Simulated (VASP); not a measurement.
Runs of VASP 6.6.1 on MoSe. The structure is that of space group Pm-3m (No. 221), or close to it. The cells are those of the table. 

| spin | cell | gap on the mesh (eV) | pressure (GPa) | moment (μB) |
| --- | --- | --- | --- | --- |
| collinear, ferromagnetic start | a = 3.647 Å, 2 atoms | none | -7.3 | 4.00 |
| off | a = 3.486 Å, 2 atoms | 0.53 | -10.5 | - |
| off | a = 3.533 Å, 2 atoms | 0.71 | -12.1 | - |
| collinear, ferromagnetic start | a = 3.533 Å, 2 atoms | none | (a) | 4.00 |
| collinear, ferromagnetic start | a = 3.580 Å, 2 atoms | none | (b) | 4.00 |

Alike in all rows: task single point; level PBE+U; potentials or basis VASP PAW PBE potentials, release 64 (Mo_sv, Se); Mo d U = 4.38 eV; k mesh 12 × 12 × 12; cutoff (eV) 520; smearing gaussian 0.1 eV.

Estimate the missing entries.

(a) -2.5; (b) -4.8.

A k mesh can miss the band edges, and the runs leave out spin-orbit coupling on Mo, Se.

A gap of «none» marks levels without a gap at the run's occupations.
